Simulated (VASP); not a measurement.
A run of VASP 6.6.1:

INCAR

```
  PREC = Accurate
  ENCUT = 600
  EDIFF = 1E-6
  ISMEAR = 0
  SIGMA = 0.01
  LREAL = False
  LASPH = True
  NELM = 120
  ALGO = Normal
  ISIF = 2
  LWAVE = False
  LCHARG = True
  GGA = PE
  LELF = True
  LVHAR = True
  NBANDS = 20
  GGA_COMPAT = False
```

File KPOINTS:

```
regular mesh
0
Gamma
  6 6 6
```

Contents of POSCAR:

```
SnO2
1.0
    0.0000000000      2.5334669704      2.5334669704
    2.5334669704      0.0000000000      2.5334669704
    2.5334669704      2.5334669704      0.0000000000
Sn O
1 2
Direct
    0.0000000000      0.0000000000      0.0000000000
    0.2500000000      0.2500000000      0.2500000000
    0.7500000000      0.7500000000      0.7500000000
```

Potentials or basis: VASP PAW PBE potentials, release 64 (Sn_d, O).

Command:

```sh
$ cat potpaw_PBE.64/Sn_d/POTCAR potpaw_PBE.64/O/POTCAR > POTCAR
$ mpirun -np 1 vasp_std > vasp.out
```

Hardware: 1 thread of Intel Xeon 6975P-C (shared host).

Task: How long does it take, and how much memory?

Result: Wall time 15 s on 1 thread of Intel Xeon 6975P-C, on a shared host, peak memory 0.17 GiB. Counts: scf iterations 13, k points 16.
